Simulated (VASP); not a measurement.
# KBaI3 (Pm-3m) in VASP: notebook, part 2 of 2

VASP 6.6.1.

**5. Single point, PBE**

Contents of INCAR:

```
ALGO     = Normal         # electronic algorithm
EDIFF    = 1E-7           # SCF threshold, eV
ENCUT    = 520            # plane-wave cutoff, eV
GGA      = PE             # functional
ISIF     = 2              # what is computed and relaxed
ISMEAR   = 0              # smearing method
LASPH    = True           # aspherical terms in the spheres
LCHARG   = True           # write CHGCAR
LELF     = True           # ELF
LREAL    = False          # projectors in reciprocal space
LVHAR    = True         
LWAVE    = False          # write WAVECAR
NBANDS   = 28             # bands
NELM     = 80             # most SCF steps
PREC     = Accurate       # precision mode
SIGMA    = 0.5            # smearing width, eV
```

Contents of KPOINTS:

```
k-points
0
Gamma
  4 4 4
```

Contents of POSCAR:

```
KBaI3
1.0
    6.7191903973      0.0000000000      0.0000000000
    0.0000000000      6.7191903973      0.0000000000
    0.0000000000      0.0000000000      6.7191903973
K Ba I
1 1 3
Direct
    0.0000000000      0.0000000000      0.0000000000
    0.5000000000      0.5000000000      0.5000000000
    0.5000000000      0.5000000000      0.0000000000
    0.5000000000      0.0000000000      0.5000000000
    0.0000000000      0.5000000000      0.5000000000
```

Potentials or basis: VASP PAW PBE potentials, release 64 (K_sv, Ba_sv, I).

On the command line:

```sh
cat potpaw_PBE.64/K_sv/POTCAR potpaw_PBE.64/Ba_sv/POTCAR potpaw_PBE.64/I/POTCAR > POTCAR
mpirun -np 1 vasp_std > vasp.out
```

OUTCAR:

```text
EDIFF = 1E-7
   ENCUT = 520
   GGA = PE
   ISIF = 2
   ISMEAR = 0
   LASPH = True
   LREAL = False
   NELM = 80
   PREC = Accurate

 ion  position               nearest neighbor table
   1  0.000  0.000  0.000-
   2  0.500  0.500  0.500-   3 3.36   4 3.36   5 3.36   3 3.36   4 3.36   5 3.36
   3  0.500  0.500  0.000-   2 3.36   2 3.36
   4  0.500  0.000  0.500-   2 3.36   2 3.36
   5  0.000  0.500  0.500-   2 3.36   2 3.36

  LATTYP: Found a simple cubic cell.
 ALAT       =     6.7191903973

  Lattice vectors:

 A1 = (   6.7191903973,   0.0000000000,   0.0000000000)
 A2 = (   0.0000000000,   6.7191903973,   0.0000000000)
 A3 = (   0.0000000000,   0.0000000000,   6.7191903973)

Analysis of symmetry for initial positions (statically):
=====================================================================
 Subroutine PRICEL returns:
 Original cell was already a primitive cell.

 Routine SETGRP: Setting up the symmetry group for a
 simple cubic supercell.

 Subroutine GETGRP returns: Found 48 space group operations
 (whereof 48 operations were pure point group operations)
 out of a pool of 48 trial point group operations.

The static configuration has the point symmetry O_h .

Analysis of symmetry for dynamics (positions and initial velocities):
=====================================================================
 Subroutine PRICEL returns:
 Original cell was already a primitive cell.

 Routine SETGRP: Setting up the symmetry group for a
 simple cubic supercell.

 Subroutine GETGRP returns: Found 48 space group operations
 (whereof 48 operations were pure point group operations)
 out of a pool of 48 trial point group operations.

The dynamic configuration has the point symmetry O_h .

 Subroutine INISYM returns: Found 48 space group operations
 (whereof 48 operations are pure point group operations),
 and found     1 'primitive' translations

----------------------------------------------------------------------------------------

                                     Primitive cell

  volume of cell :     303.3548

  direct lattice vectors                    reciprocal lattice vectors
     6.719190397  0.000000000  0.000000000     0.148827454  0.000000000  0.000000000
     0.000000000  6.719190397  0.000000000     0.000000000  0.148827454  0.000000000
     0.000000000  0.000000000  6.719190397     0.000000000  0.000000000  0.148827454

  length of vectors
     6.719190397  6.719190397  6.719190397     0.148827454  0.148827454  0.148827454

  position of ions in fractional coordinates (direct lattice)
     0.000000000  0.000000000  0.000000000
     0.500000000  0.500000000  0.500000000
     0.500000000  0.500000000  0.000000000
     0.500000000  0.000000000  0.500000000
     0.000000000  0.500000000  0.500000000

  ion indices of the primitive-cell ions
   primitive index   ion index
                 1           1
                 2           2
                 3           3
[... 22 lines left out ...]
     0.000000000  0.000000000  0.000000000

 Subroutine IBZKPT returns following result:
 ===========================================

 Found     10 irreducible k-points:

 Following reciprocal coordinates:
            Coordinates               Weight
  0.000000  0.000000  0.000000      1.000000
  0.250000  0.000000  0.000000      6.000000
  0.500000  0.000000  0.000000      3.000000
  0.250000  0.250000  0.000000     12.000000
  0.500000  0.250000  0.000000     12.000000
  0.500000  0.500000  0.000000      3.000000
  0.250000  0.250000  0.250000      8.000000
  0.500000  0.250000  0.250000     12.000000
  0.500000  0.500000  0.250000      6.000000
  0.500000  0.500000  0.500000      1.000000
   k-points           NKPTS =     10   k-points in BZ     NKDIM =     10   number of bands    NBANDS=     28
   number of dos      NEDOS =    301   number of ions     NIONS =      5
   total plane-waves  NPLWV = 125000
   dimension x,y,z NGX =    50 NGY =   50 NGZ =   50
   dimension x,y,z NGXF=   100 NGYF=  100 NGZF=  100
   ions per type =               1   1   3
   NGX,Y,Z   is equivalent  to a cutoff of  12.37, 12.37, 12.37 a.u.
   NGXF,Y,Z  is equivalent  to a cutoff of  24.74, 24.74, 24.74 a.u.
 SYSTEM =  unknown system
   PREC   = accura    normal or accurate (medium, high low for compatibility)
   ISTART =      0    job   : 0-new  1-cont  2-samecut
   ICHARG =      2    charge: 1-file 2-atom 10-const
   ISPIN  =      1    spin polarized calculation?
   LNONCOLLINEAR =      F non collinear calculations
   LSORBIT =      F    spin-orbit coupling
   LASPH  =      T    aspherical Exc in radial PAW
   ENCUT  =  520.0 eV  38.22 Ry    6.18 a.u.  12.49 12.49 12.49*2*pi/ulx,y,z
   NELM   =     80;   NELMIN=  2; NELMDL= -5     # of ELM steps
   EDIFF  = 0.1E-06   stopping-criterion for ELM
   LREAL  =      F    real-space projection
   EDIFFG = 0.1E-05   stopping-criterion for IOM
   NSW    =      0    number of steps for IOM
   IBRION =     -1    ionic relax: 0-MD 1-quasi-New 2-CG
   NFREE  =      0    steps in history (QN), initial steepest desc. (CG)
   ISIF   =      2    stress and relaxation
   ISYM   =      2    0-nonsym 1-usesym 2-fastsym
   POTIM  = 0.5000    time-step for ionic-motion
   TEBEG  =    0.0;   TEEND  =   0.0 temperature during run
   PSTRESS=    0.0 pullay stress
   NELECT =      40.0000    total number of electrons
   NUPDOWN=      -1.0000    fix difference up-down
   EMIN   =  10.00;   EMAX   =-10.00  energy-range for DOS
   EFERMI =   0.00;   METHOD = LEGACY
   ISMEAR =     0;   SIGMA  =   0.50  broadening in eV -4-tet -1-fermi 0-gaus
   EFERMI_NEDOS =   21; number of points for ismear=-14 and -15
   IALGO  =     38    algorithm
   IMIX   =      4    mixing-type and parameters
     AMIX     =   0.40;   BMIX     =  1.00
     AMIX_MAG =   1.60;   BMIX_MAG =  1.00
  volume/ion in A,a.u.               =      60.67       409.43
  Fermi-wavevector in a.u.,A,eV,Ry     =   0.833255  1.574623  9.446712  0.694314
  Thomas-Fermi vector in A             =   1.946448
   LORBIT       =      0    0 simple, 1 ext, 2 COOP (PROOUT), +10 PAW based schemes
   GGA     = PE    functional components
   LHFCALC =     F    Hartree Fock is set to
   AEXX    =    0.0000 exact exchange contribution
   IVDW    =     0    specifies the selected vdW correction
   LEPSILON=     F    determine dielectric tensor
   LRPA    =     F    only Hartree local field effects (RPA)
 non-spin polarized calculation
 Gauss-broadening in eV      SIGMA  =   0.50
  energy-cutoff  :      520.00
  volume of cell :      303.35
 maximum number of plane-waves:      8217
 NGX is ok and might be reduce to    50
   NGX = 25   NGY = 25   NGZ = 25

 number of electron      40.0000007 magnetization

 Free energy of the ion-electron system (eV)
  ---------------------------------------------------
  ext. energy  EPLUGINS =         0.00000000
  ---------------------------------------------------
  free energy    TOTEN  =       -15.16305675 eV

  energy without entropy =      -15.16305417  energy(sigma->0) =      -15.16305546

 E-fermi :   0.8550     XC(G=0):  -6.3238

 val. band max:       -0.8022704700   @ k =   0.5000   0.5000   0.5000
 cond. band min:       2.2910115577   @ k =   0.0000   0.0000   0.0000
 fundamental gap:      3.0932820277
 Fermi energy:         0.8549649474

 k-point     1 :       0.0000    0.0000    0.0000
  band No.  band energies     occupation
      1     -31.2294      2.00000
      2     -27.0392      2.00000
      3     -14.6691      2.00000
      4     -14.6691      2.00000
      5     -14.6691      2.00000
      6     -12.3373      2.00000
[... 299 lines left out ...]
     27       5.1282      0.00000
     28       6.0729      0.00000

------------------------ aborting loop because EDIFF is reached ----------------------------------------

  FORCE on cell =-STRESS in cart. coord.  units (eV):
  Direction    XX          YY          ZZ          XY          YZ          ZX
  --------------------------------------------------------------------------------------
  -------------------------------------------------------------------------------------
  Total        0.4620191      0.4620191      0.4620191     -0.0000000      0.0000000      0.0000000
  in kB        2.4401676      2.4401676      2.4401676     -0.0000000      0.0000000      0.0000000
  external PRESSURE =       2.4401676 kB  Pullay stress =       0.0000000 kB

 VOLUME and BASIS-vectors are now :
 -----------------------------------------------------------------------------
  energy-cutoff  :      520.00
  volume of cell :      303.35
      direct lattice vectors                 reciprocal lattice vectors
     6.719190397  0.000000000  0.000000000     0.148827454  0.000000000  0.000000000
     0.000000000  6.719190397  0.000000000     0.000000000  0.148827454  0.000000000
     0.000000000  0.000000000  6.719190397     0.000000000  0.000000000  0.148827454

 POSITION                                       TOTAL-FORCE (eV/Angst)
 -----------------------------------------------------------------------------------
      0.00000      0.00000      0.00000         0.000000      0.000000      0.000000
      3.35960      3.35960      3.35960         0.000000      0.000000      0.000000
      3.35960      3.35960      0.00000         0.000000      0.000000      0.000000
      3.35960      0.00000      3.35960         0.000000      0.000000      0.000000
      0.00000      3.35960      3.35960         0.000000      0.000000      0.000000
 -----------------------------------------------------------------------------------
    total drift:                                0.000000     -0.000000      0.000000

  FREE ENERGIE OF THE ION-ELECTRON SYSTEM (eV)
  ---------------------------------------------------
  free  energy   TOTEN  =       -15.1630567488 eV

  energy  without entropy=      -15.1630541696  energy(sigma->0) =      -15.16305546
```

Wall time 65 s (1 thread of Intel Xeon 6975P-C (Granite Rapids), shared host); peak memory 0.39 GiB.

What came out:

```
Free energy            : -15.1631 eV
Pressure               : 0.2 GPa
Band gap on the k mesh : 3.09 eV (least direct gap 3.27 eV)
```

Caveat: so wide a smearing shifts energies and pressures; spin-orbit coupling is left out, which moves the levels of the heavy elements.

**6. Summary**

```csv
k mesh,smearing,gap on the mesh (eV),pressure (GPa)
2 × 2 × 2,gaussian 0.01 eV,3.09,0.5
4 × 4 × 4,gaussian 0.01 eV,3.09,0.2
4 × 4 × 4,gaussian 0.5 eV,3.09,0.2
```

Alike in all rows: task single point; level PBE; potentials or basis VASP PAW PBE potentials, release 64 (K_sv, Ba_sv, I); no spin polarisation; cell as given; cutoff (eV) 520.

Caveats: some runs use coarse meshes; spin-orbit coupling is left out, which moves the levels of the heavy elements; so wide a smearing shifts energies and pressures (at least some runs).

Total energies depend on the potentials used, so only differences within one code and one set of settings carry meaning.
